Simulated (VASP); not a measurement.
# CuI3 (Pm-3m) in VASP: notebook

Runs on CuI3. Level: PBE+U. Tasks: single point.

Program: VASP 6.6.1. These are calculated values, not measurements. Logs are shortened: lines on timing, memory, paths and dates and some standing lists are left out, and cuts for length are marked.

**1. The cell of the first run**

Symmetry: Pm-3m, No. 221, cubic system. Conventional cell: a = 5.391 Å, b = 5.391 Å, c = 5.391 Å, α = 90.00°, β = 90.00°, γ = 90.00°. Cu (site symmetry m-3m) has 6 I at 2.70 Å within 3.6 Å. I (site symmetry 4/mmm) has 2 Cu at 2.70 Å within 3.6 Å.

**2. Single point, PBE+U, collinear spin, zero start (39.17 Å³/atom)**

Input file INCAR:

```
PREC = Accurate
ENCUT = 520
EDIFF = 1E-7
ISMEAR = 0
SIGMA = 0.05
LREAL = F
LASPH = T
NELM = 150
ALGO = Normal
ISIF = 2
LWAVE = F
LCHARG = F
ISPIN = 2
MAGMOM = 0 0 0 0
LORBIT = 11
LMAXMIX = 4
LDAU = T
LDAUTYPE = 2
LDAUL = 2 -1
LDAUU = 4 0
LDAUJ = 0 0
LDAUPRINT = 1
GGA = PE
NBANDS = 28
```

Input file KPOINTS:

```
regular mesh
0
Gamma
  6 6 6
```

Input file POSCAR:

```
CuI3
1.0
    5.3911756327      0.0000000000      0.0000000000
    0.0000000000      5.3911756327      0.0000000000
    0.0000000000      0.0000000000      5.3911756327
Cu I
1 3
Direct
    0.0000000000      0.0000000000      0.0000000000
    0.5000000000      0.0000000000      0.0000000000
    0.0000000000      0.0000000000      0.5000000000
    0.0000000000      0.5000000000      0.0000000000
```

Potentials or basis: VASP PAW PBE potentials, release 64 (Cu, I).

Started as:

```
$ cat potpaw_PBE.64/Cu/POTCAR potpaw_PBE.64/I/POTCAR > POTCAR
$ mpirun -np 1 vasp_std > vasp.out
```

OUTCAR:

```text
PREC = Accurate
   ENCUT = 520
   EDIFF = 1E-7
   ISMEAR = 0
   LREAL = F
   LASPH = T
   NELM = 150
   ISIF = 2
   ISPIN = 2
   LORBIT = 11
   GGA = PE

 ion  position               nearest neighbor table
   1  0.000  0.000  0.000-   2 2.70   3 2.70   4 2.70   3 2.70   4 2.70   2 2.70
   2  0.500  0.000  0.000-   1 2.70   1 2.70
   3  0.000  0.000  0.500-   1 2.70   1 2.70
   4  0.000  0.500  0.000-   1 2.70   1 2.70

  LATTYP: Found a simple cubic cell.
 ALAT       =     5.3911756327

  Lattice vectors:

 A1 = (   5.3911756327,   0.0000000000,   0.0000000000)
 A2 = (   0.0000000000,   5.3911756327,   0.0000000000)
 A3 = (   0.0000000000,   0.0000000000,   5.3911756327)

Analysis of symmetry for initial positions (statically):
=====================================================================
 Subroutine PRICEL returns:
 Original cell was already a primitive cell.

 Routine SETGRP: Setting up the symmetry group for a
 simple cubic supercell.

 Subroutine GETGRP returns: Found 48 space group operations
 (whereof 48 operations were pure point group operations)
 out of a pool of 48 trial point group operations.

The static configuration has the point symmetry O_h .

Analysis of symmetry for dynamics (positions and initial velocities):
=====================================================================
 Subroutine PRICEL returns:
 Original cell was already a primitive cell.

 Routine SETGRP: Setting up the symmetry group for a
 simple cubic supercell.

 Subroutine GETGRP returns: Found 48 space group operations
 (whereof 48 operations were pure point group operations)
 out of a pool of 48 trial point group operations.

The dynamic configuration has the point symmetry O_h .

Analysis of structural, dynamic, and magnetic symmetry:
=====================================================================
 Subroutine PRICEL returns:
 Original cell was already a primitive cell.

 Routine SETGRP: Setting up the symmetry group for a
 simple cubic supercell.

 Subroutine GETGRP returns: Found 48 space group operations
 (whereof 48 operations were pure point group operations)
 out of a pool of 48 trial point group operations.

The overall configuration has the point symmetry O_h .

 Subroutine INISYM returns: Found 48 space group operations
 (whereof 48 operations are pure point group operations),
 and found     1 'primitive' translations

----------------------------------------------------------------------------------------

                                     Primitive cell

  volume of cell :     156.6933

  direct lattice vectors                    reciprocal lattice vectors
     5.391175633  0.000000000  0.000000000     0.185488299  0.000000000  0.000000000
     0.000000000  5.391175633  0.000000000     0.000000000  0.185488299  0.000000000
     0.000000000  0.000000000  5.391175633     0.000000000  0.000000000  0.185488299

  length of vectors
     5.391175633  5.391175633  5.391175633     0.185488299  0.185488299  0.185488299

  position of ions in fractional coordinates (direct lattice)
     0.000000000  0.000000000  0.000000000
     0.500000000  0.000000000  0.000000000
     0.000000000  0.000000000  0.500000000
     0.000000000  0.500000000  0.000000000

  ion indices of the primitive-cell ions
   primitive index   ion index
                 1           1
                 2           2
                 3           3
                 4           4

----------------------------------------------------------------------------------------

 KPOINTS: regular mesh

Automatic generation of k-mesh.
 Grid dimensions read from file:
 generate k-points for:    6    6    6

 Generating k-lattice:

  Cartesian coordinates                     Fractional coordinates (reciprocal lattice)
     0.030914717  0.000000000  0.000000000     0.166666667  0.000000000  0.000000000
     0.000000000  0.030914717  0.000000000     0.000000000  0.166666667  0.000000000
     0.000000000  0.000000000  0.030914717     0.000000000  0.000000000  0.166666667

  Length of vectors
     0.030914717  0.030914717  0.030914717

  Shift w.r.t. Gamma in fractional coordinates (k-lattice)
     0.000000000  0.000000000  0.000000000

 Subroutine IBZKPT returns following result:
 ===========================================

 Found     20 irreducible k-points:

 Following reciprocal coordinates:
            Coordinates               Weight
  0.000000  0.000000  0.000000      1.000000
  0.166667  0.000000  0.000000      6.000000
  0.333333  0.000000  0.000000      6.000000
  0.500000  0.000000  0.000000      3.000000
  0.166667  0.166667  0.000000     12.000000
  0.333333  0.166667  0.000000     24.000000
[... 12 lines left out ...]
  0.500000  0.500000  0.333333      6.000000
  0.500000  0.500000  0.500000      1.000000
   k-points           NKPTS =     20   k-points in BZ     NKDIM =     20   number of bands    NBANDS=     28
   number of dos      NEDOS =    301   number of ions     NIONS =      4
[... 83 lines left out ...]
  o =  0.9030  v =  0.0000  0.0000  0.0789  0.0000 -0.9969  0.0000  0.0000  0.0000  0.0000  0.0000      0.0000  0.0000  0.0000  0.0000  0.0000  0.0000  0.0000  0.0000  0.0000  0.0000
  o =  0.9030  v =  0.0000  0.0000  0.0000  0.0000  0.0000  0.0000 -0.0000 -0.9998 -0.0000  0.0217      0.0000  0.0000  0.0000  0.0000  0.0000  0.0000  0.0000  0.0000  0.0000  0.0000
  o =  0.9030  v =  0.0000  0.0000  0.0000  0.0000  0.0000  0.0000  0.0000 -0.0217 -0.0000 -0.9998      0.0000  0.0000  0.0000  0.0000  0.0000  0.0000  0.0000  0.0000  0.0000  0.0000
  o =  0.9563  v =  0.0000  0.9849  0.0000  0.1732  0.0000  0.0000  0.0000  0.0000  0.0000  0.0000      0.0000  0.0000  0.0000  0.0000  0.0000  0.0000  0.0000  0.0000  0.0000  0.0000
  o =  0.9563  v =  0.0000 -0.1732 -0.0000  0.9849 -0.0000  0.0000  0.0000  0.0000  0.0000  0.0000      0.0000  0.0000  0.0000  0.0000  0.0000  0.0000  0.0000  0.0000  0.0000  0.0000
  o =  0.9563  v =  1.0000  0.0000  0.0000  0.0000  0.0000  0.0000  0.0000  0.0000  0.0000  0.0000      0.0000  0.0000  0.0000  0.0000  0.0000  0.0000  0.0000  0.0000  0.0000  0.0000
  o =  0.9563  v =  0.0000  0.0000  0.0000  0.0000  0.0000  0.0000  0.7524 -0.0000 -0.6587  0.0000      0.0000  0.0000  0.0000  0.0000  0.0000  0.0000  0.0000  0.0000  0.0000  0.0000
  o =  0.9563  v =  0.0000  0.0000  0.0000  0.0000  0.0000  0.0000 -0.6587  0.0000 -0.7524 -0.0000      0.0000  0.0000  0.0000  0.0000  0.0000  0.0000  0.0000  0.0000  0.0000  0.0000
  o =  0.9563  v =  0.0000  0.0000  0.0000  0.0000  0.0000  1.0000  0.0000  0.0000  0.0000  0.0000      0.0000  0.0000  0.0000  0.0000  0.0000  0.0000  0.0000  0.0000  0.0000  0.0000

 number of electron      32.0000000 magnetization       0.0000010

 Free energy of the ion-electron system (eV)
  ---------------------------------------------------
  ext. energy  EPLUGINS =         0.00000000
  ---------------------------------------------------
  free energy    TOTEN  =        -6.49035312 eV

  energy without entropy =       -6.48677053  energy(sigma->0) =       -6.48856182

 E-fermi :   1.8468     XC(G=0):  -7.7257

 val. band max:        1.8325138693   @ k =   0.3333   0.3333   0.3333
 cond. band min:       1.8975266000   @ k =   0.5000   0.5000   0.3333
 fundamental gap:      0.0650127307
 Fermi energy:         1.8468027644

 spin component 1

 k-point     1 :       0.0000    0.0000    0.0000
  band No.  band energies     occupation
      1     -10.9618      1.00000
      2      -9.6672      1.00000
      3      -9.6672      1.00000
      4      -1.8370      1.00000
      5      -1.8370      1.00000
      6      -1.8370      1.00000
[... 609 lines left out ...]
     27      11.1412      0.00000
     28      11.1412      0.00000
 Fermi energy:         1.8468027644

 spin component 2

 k-point     1 :       0.0000    0.0000    0.0000
  band No.  band energies     occupation
      1     -10.9618      1.00000
      2      -9.6672      1.00000
      3      -9.6672      1.00000
      4      -1.8370      1.00000
      5      -1.8370      1.00000
      6      -1.8370      1.00000
[... 609 lines left out ...]
     27      11.1412      0.00000
     28      11.1412      0.00000

------------------------ aborting loop because EDIFF is reached ----------------------------------------

  FORCE on cell =-STRESS in cart. coord.  units (eV):
  Direction    XX          YY          ZZ          XY          YZ          ZX
  --------------------------------------------------------------------------------------
  -------------------------------------------------------------------------------------
  Total        0.8141372      0.8141372      0.8141372      0.0000000      0.0000000     -0.0000000
  in kB        8.3244916      8.3244916      8.3244916      0.0000000      0.0000000     -0.0000000
  external PRESSURE =       8.3244916 kB  Pullay stress =       0.0000000 kB

 VOLUME and BASIS-vectors are now :
 -----------------------------------------------------------------------------
  energy-cutoff  :      520.00
  volume of cell :      156.69
      direct lattice vectors                 reciprocal lattice vectors
     5.391175633  0.000000000  0.000000000     0.185488299  0.000000000  0.000000000
     0.000000000  5.391175633  0.000000000     0.000000000  0.185488299  0.000000000
     0.000000000  0.000000000  5.391175633     0.000000000  0.000000000  0.185488299

 POSITION                                       TOTAL-FORCE (eV/Angst)
 -----------------------------------------------------------------------------------
      0.00000      0.00000      0.00000         0.000000      0.000000      0.000000
      2.69559      0.00000      0.00000         0.000000      0.000000      0.000000
      0.00000      0.00000      2.69559         0.000000      0.000000      0.000000
      0.00000      2.69559      0.00000         0.000000      0.000000      0.000000
 -----------------------------------------------------------------------------------
    total drift:                               -0.000000     -0.000000     -0.000000

  FREE ENERGIE OF THE ION-ELECTRON SYSTEM (eV)
  ---------------------------------------------------
  free  energy   TOTEN  =        -6.4903531208 eV

  energy  without entropy=       -6.4867705259  energy(sigma->0) =       -6.48856182

 total charge

# of ion       s       p       d       tot
------------------------------------------
    1        0.333   0.278   9.329   9.939
    2        1.528   2.684   0.022   4.234
    3        1.528   2.684   0.022   4.234
    4        1.528   2.684   0.022   4.234
--------------------------------------------------
tot          4.917   8.330   9.395  22.642

 magnetization (x)

# of ion       s       p       d       tot
------------------------------------------
    1       -0.000  -0.000  -0.000  -0.000
    2        0.000   0.000   0.000   0.000
    3        0.000   0.000   0.000   0.000
    4        0.000   0.000   0.000   0.000
--------------------------------------------------
tot          0.000   0.000  -0.000   0.000
```

Run time: 2.6 min. Hardware: 1 thread of Intel Xeon Platinum 8259CL at 2.50GHz (Skylake/Cascade Lake), shared host; peak memory 0.36 GiB.

Results:

```yaml
Free_energy: -6.4904 eV
Pressure: 0.8 GPa
Band_gap_on_the_k_mesh: zero (filled and empty bands overlap)
Net_moment: 0.00 μB per cell
Valence_electrons_inside_the_program's_atomic_spheres: Cu 9.94; I 4.23
```

Levels at points of the mesh, in eV from the Fermi level:
Spin up:
```tsv
k point	band 13	band 14	band 15	band 16	band 17	band 18	band 19	band 20
(0.00, 0.00, 0.00)	-0.84	-0.84	-0.28	-0.28	-0.28	1.15	4.93	6.56
(0.50, 0.00, 0.00)	-1.13	-1.12	-1.12	-0.49	-0.49	4.30	5.91	6.28
(0.50, 0.50, 0.00)	-1.49	-1.09	-1.09	0.32	0.77	5.90	5.90	6.21
(0.50, 0.50, 0.50)	0.33	0.33	0.33	0.79	0.79	4.78	5.23	5.23
```
Spin down:
```csv
k point,band 13,band 14,band 15,band 16,band 17,band 18,band 19,band 20
"(0.00, 0.00, 0.00)",-0.84,-0.84,-0.28,-0.28,-0.28,1.15,4.93,6.56
"(0.50, 0.00, 0.00)",-1.13,-1.12,-1.12,-0.49,-0.49,4.30,5.91,6.28
"(0.50, 0.50, 0.00)",-1.49,-1.09,-1.09,0.32,0.77,5.90,5.90,6.21
"(0.50, 0.50, 0.50)",0.33,0.33,0.33,0.79,0.79,4.78,5.23,5.23
```

Eigenvalues of the final occupation matrices:
```
    site  spin  trace               eigenvalues
site 1 d     1   4.67  0.90 0.90 0.96 0.96 0.96
site 1 d     2   4.67  0.90 0.90 0.96 0.96 0.96
```

Caveat: spin-orbit coupling is left out, which moves the levels of the heavy elements.

**3. Single point, PBE+U, collinear spin, zero start (39.99 Å³/atom)**

This run uses another cell than the first one, of 39.99 Å³/atom.

Input file INCAR:

```
ALGO = Normal
EDIFF = 1E-6
ENCUT = 520
GGA = PE
ISIF = 2
ISMEAR = 0
ISPIN = 2
LASPH = True
LCHARG = True
LDAU = True
LDAUJ = 0 0
LDAUL = 2 -1
LDAUPRINT = 1
LDAUTYPE = 2
LDAUU = 4 0
LELF = True
LMAXMIX = 4
LORBIT = 11
LREAL = False
LVHAR = True
LWAVE = False
MAGMOM = 0 0 0 0
NBANDS = 28
NELM = 150
PREC = Accurate
SIGMA = 0.05
```

Input file KPOINTS:

```
k-points
0
Gamma
  6 6 6
```

Input file POSCAR:

```
CuI3
1.0
    5.4283573292      0.0000000000      0.0000000000
    0.0000000000      5.4283573292      0.0000000000
    0.0000000000      0.0000000000      5.4283573292
Cu I
1 3
Direct
    0.0000000000      0.0000000000      0.0000000000
    0.5000000000      0.0000000000      0.0000000000
    0.0000000000      0.0000000000      0.5000000000
    0.0000000000      0.5000000000      0.0000000000
```

Potentials or basis: VASP PAW PBE potentials, release 64 (Cu, I).

Started as:

```
$ cat potpaw_PBE.64/Cu/POTCAR potpaw_PBE.64/I/POTCAR > POTCAR
$ mpirun -np 1 vasp_std > vasp.out
```

It took 2.3 min on 1 thread of Intel Xeon Platinum 8259CL at 2.50GHz (Skylake/Cascade Lake), shared host; peak memory 0.36 GiB.

It converged, with:

* Free energy: -6.5019 eV
* Pressure: 0.3 GPa
* Band gap on the k mesh: zero (filled and empty bands overlap)
* Net moment: 0.00 μB per cell
* Valence electrons inside the program's atomic spheres: Cu 9.92; I 4.23

Levels at points of the mesh, in eV from the Fermi level:
Spin up:
| k point | band 13 | band 14 | band 15 | band 16 | band 17 | band 18 | band 19 | band 20 |
| --- | --- | --- | --- | --- | --- | --- | --- | --- |
| (0.00, 0.00, 0.00) | -0.81 | -0.81 | -0.28 | -0.28 | -0.28 | 1.15 | 4.94 | 6.61 |
| (0.50, 0.00, 0.00) | -1.09 | -1.08 | -1.08 | -0.48 | -0.48 | 4.25 | 5.95 | 6.29 |
| (0.50, 0.50, 0.00) | -1.44 | -1.05 | -1.05 | 0.31 | 0.73 | 5.91 | 5.91 | 6.12 |
| (0.50, 0.50, 0.50) | 0.32 | 0.32 | 0.32 | 0.76 | 0.76 | 4.86 | 5.23 | 5.23 |
Spin down:
```csv
k point,band 14,band 15,band 16,band 17,band 18,band 19
"(0.00, 0.00, 0.00)",-0.81,-0.28,-0.28,-0.28,1.15,4.94
"(0.50, 0.00, 0.00)",-1.08,-1.08,-0.48,-0.48,4.25,5.95
"(0.50, 0.50, 0.00)",-1.05,-1.05,0.31,0.73,5.91,5.91
"(0.50, 0.50, 0.50)",0.32,0.32,0.76,0.76,4.86,5.23
```

Eigenvalues of the final occupation matrices:
```
    site  spin  trace               eigenvalues
site 1 d     1   4.67  0.90 0.90 0.96 0.96 0.96
site 1 d     2   4.67  0.90 0.90 0.96 0.96 0.96
```

Caveat: spin-orbit coupling is left out, which moves the levels of the heavy elements.

**4. Single point, PBE+U, collinear spin, zero start (40.81 Å³/atom)**

This run uses another cell than the first one, of 40.81 Å³/atom.

Input file INCAR:

```
PREC = Accurate ; ENCUT = 520
EDIFF = 1E-6 ; ISMEAR = 0
SIGMA = 0.05 ; LREAL = F
LASPH = T ; NELM = 150
ALGO = Normal ; ISIF = 2
LWAVE = F ; LCHARG = F
ISPIN = 2 ; MAGMOM = 0 0 0 0
LORBIT = 11 ; LMAXMIX = 4
LDAU = T ; LDAUTYPE = 2
LDAUL = 2 -1 ; LDAUU = 4 0
LDAUJ = 0 0 ; LDAUPRINT = 1
GGA = PE ; NBANDS = 28
```

Input file KPOINTS:

```
Automatic mesh
0
Gamma
  6 6 6
```

Input file POSCAR:

```
CuI3
1.0
    5.4650365319      0.0000000000      0.0000000000
    0.0000000000      5.4650365319      0.0000000000
    0.0000000000      0.0000000000      5.4650365319
Cu I
1 3
Direct
    0.0000000000      0.0000000000      0.0000000000
    0.5000000000      0.0000000000      0.0000000000
    0.0000000000      0.0000000000      0.5000000000
    0.0000000000      0.5000000000      0.0000000000
```

Started as:

```
$ cat potpaw_PBE.64/Cu/POTCAR potpaw_PBE.64/I/POTCAR > POTCAR
$ mpirun -np 1 vasp_std > vasp.out
```

It took 2.9 min on 1 thread of Intel Xeon Platinum 8259CL at 2.50GHz (Skylake/Cascade Lake), shared host; peak memory 0.39 GiB.

It converged, with:

```yaml
Free_energy: -6.5030 eV
Pressure: -0.2 GPa
Band_gap_on_the_k_mesh: zero (filled and empty bands overlap)
Net_moment: 0.00 μB per cell
Valence_electrons_inside_the_program's_atomic_spheres: Cu 9.90; I 4.22
```

Levels at points of the mesh, in eV from the Fermi level:
Spin up:
| k point | band 13 | band 14 | band 15 | band 16 | band 17 | band 18 | band 19 | band 20 |
| --- | --- | --- | --- | --- | --- | --- | --- | --- |
| (0.00, 0.00, 0.00) | -0.78 | -0.78 | -0.27 | -0.27 | -0.27 | 1.15 | 4.94 | 6.64 |
| (0.50, 0.00, 0.00) | -1.04 | -1.04 | -1.04 | -0.46 | -0.46 | 4.20 | 5.98 | 6.30 |
| (0.50, 0.50, 0.00) | -1.39 | -1.01 | -1.01 | 0.30 | 0.70 | 5.91 | 5.91 | 6.03 |
| (0.50, 0.50, 0.50) | 0.31 | 0.31 | 0.31 | 0.73 | 0.73 | 4.94 | 5.23 | 5.23 |
Spin down:
```csv
k point,band 12,band 13,band 14,band 15,band 16,band 17,band 18,band 19,band 20,band 21
"(0.00, 0.00, 0.00)",-0.78,-0.78,-0.78,-0.27,-0.27,-0.27,1.15,4.94,6.64,6.64
"(0.50, 0.00, 0.00)",-1.74,-1.04,-1.04,-1.04,-0.46,-0.46,4.20,5.98,6.30,7.02
"(0.50, 0.50, 0.00)",-1.39,-1.39,-1.01,-1.01,0.30,0.70,5.91,5.91,6.03,6.87
"(0.50, 0.50, 0.50)",-1.96,0.31,0.31,0.31,0.73,0.73,4.94,5.23,5.23,5.23
```

Eigenvalues of the final occupation matrices:
| site | spin | trace | eigenvalues |
| --- | --- | --- | --- |
| site 1 d | 1 | 4.67 | 0.90 0.90 0.96 0.96 0.96 |
| site 1 d | 2 | 4.67 | 0.90 0.90 0.96 0.96 0.96 |

Caveat: spin-orbit coupling is left out, which moves the levels of the heavy elements.

**5. Overview**

| cell | gap on the mesh (eV) | pressure (GPa) | moment (μB) |
| --- | --- | --- | --- |
| a = 5.391 Å, 4 atoms | none | 0.8 | 0.00 |
| a = 5.428 Å, 4 atoms | none | 0.3 | 0.00 |
| a = 5.465 Å, 4 atoms | none | -0.2 | 0.00 |

Alike in all rows: task single point; level PBE+U; potentials or basis VASP PAW PBE potentials, release 64 (Cu, I); spin collinear, zero start; Cu d U = 4.0 eV; k mesh 6 × 6 × 6; cutoff (eV) 520; smearing gaussian 0.05 eV.

Caveats: spin-orbit coupling is left out, which moves the levels of the heavy elements.

Total energies depend on the potentials used, so only differences within one code and one set of settings carry meaning.

The gap in the log of VASP goes by the Fermi energy; the results here count the filled bands.